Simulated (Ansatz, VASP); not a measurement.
## One calculation of K, two programs

```
CELL_PARAMETERS angstrom
-2.61800 2.60491 2.61800
2.61800 -2.60491 2.61800
2.61800 2.60491 -2.61800
ATOMIC_POSITIONS crystal
K 0.00000 0.00000 0.00000
```

Change from the starting cell: strain -0.0050 x Voigt [0, 1, 0, 0, 0, 0], atoms carried along.

Alike in both runs: task single point; functional PBEsol; k mesh 14 × 14 × 14; occupations gaussian, width 0.15 eV; no spin polarisation.

|  | VASP | Ansatz |
| --- | --- | --- |
| version | VASP 6.6.1 | Ansatz 0.2.0 |
| potentials or method | VASP PAW PBE potentials, release 64 (K_sv), cutoff 520 eV | scalar-relativistic, plane waves, PAW |
| valence electrons in the cell | 9 | 9 |

```csv
,VASP,Ansatz,Ansatz less VASP
gap on the k mesh at the Fermi level (eV),none,none,-
pressure (GPa),0.0,0.0,+0.01
```

VASP's potentials were made for PBE, not for PBEsol. A gap of «none» marks a metal or a gap that the smearing closes.
